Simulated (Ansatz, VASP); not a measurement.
Two plane-wave programs on F

INCAR

```
SYSTEM = F
PREC     = Accurate       ! precision mode
ENCUT    = 520            ! plane-wave cutoff, eV
EDIFF    = 1E-6           ! SCF threshold, eV
ISMEAR   = 0              ! smearing method
SIGMA    = 0.05           ! smearing width, eV
LREAL    = .False.        ! projectors in reciprocal space
LASPH    = .True.         ! aspherical terms in the spheres
NELM     = 100            ! most SCF steps
ALGO     = Normal         ! electronic algorithm
ISIF     = 2              ! what is computed and relaxed
LWAVE    = .False.        ! write WAVECAR
LCHARG   = .False.        ! write CHGCAR
GGA      = PS             ! functional
NBANDS   = 22             ! bands
```

KPOINTS

```
Automatic mesh
0
Gamma
  4 4 2
  0 0 0
```

The input POSCAR:

```
F
1.0
    3.1625538735     -1.6775524692     -0.2439234376
    3.1625538735      1.6775524692     -0.2439234376
   -2.4199257473      0.0000000000      6.7355065318
F
4
Direct
    0.0848459664      0.0848459664      0.0940038325
    0.9151540336      0.9151540336      0.9059961675
    0.5015719855      0.5015719855      0.5937195244
    0.4984280145      0.4984280145      0.4062804756
```

Input for Ansatz:

```yaml
crystal:
  lattice:
    - [3.1625538735, -1.6775524692, -0.2439234376]
    - [3.1625538735, 1.6775524692, -0.2439234376]
    - [-2.4199257473, 0.0, 6.7355065318]
  atoms:
    - { symbol: F, position: [0.0848459664, 0.0848459664, 0.0940038325] }
    - { symbol: F, position: [0.9151540336, 0.9151540336, 0.9059961675] }
    - { symbol: F, position: [0.5015719855, 0.5015719855, 0.5937195244] }
    - { symbol: F, position: [0.4984280145, 0.4984280145, 0.4062804756] }
basis:
  ecutwfc: 520.0
kpoints:
  mp_grid: { grid: [4, 4, 2] }
hamiltonian:
  xc: pbesol
scf:
  occupations: { method: gaussian, width: 0.05 }
output:
  forces: true
  stress: true
  eigenvalues: true
```

Change from the starting cell: volume 17.372 Å^3 an atom, stretch along a over the lengths across it, relative to the relaxed cell 1.0835.

Alike in both runs: task single point; functional PBEsol; k mesh 4 × 4 × 2; occupations gaussian, width 0.05 eV; no spin polarisation.

|  | VASP | Ansatz |
| --- | --- | --- |
| version | VASP 6.6.1 | Ansatz 0.2.0 |
| potentials or method | VASP PAW PBE potentials, release 64 (F), cutoff 520 eV | scalar-relativistic, plane waves, PAW |
| valence electrons in the cell | 28 | 28 |

VASP gave:

| Quantity | Value |
| --- | --- |
| gap on the k mesh at the Fermi level (eV) | 3.85 |
| least direct gap on the mesh (eV) | 3.97 |
| pressure (GPa) | 7.2 |
| traceless stress, the component that is largest in VASP (GPa) | 11.65 |
| rms of the force components (eV/Å) | 2.101 |

Estimate Ansatz's values.

gap on the k mesh at the Fermi level (eV): 3.95; least direct gap on the mesh (eV): 4.07; pressure (GPa): 6.5; traceless stress, the component that is largest in VASP (GPa): 9.67; rms of the force components (eV/Å): 1.742.

VASP's potentials were made for PBE, not for PBEsol. Atom by atom the forces differ by 0.360 eV/Å (rms over components).

The k mesh is coarse, so the values compare programs but aren't converged.
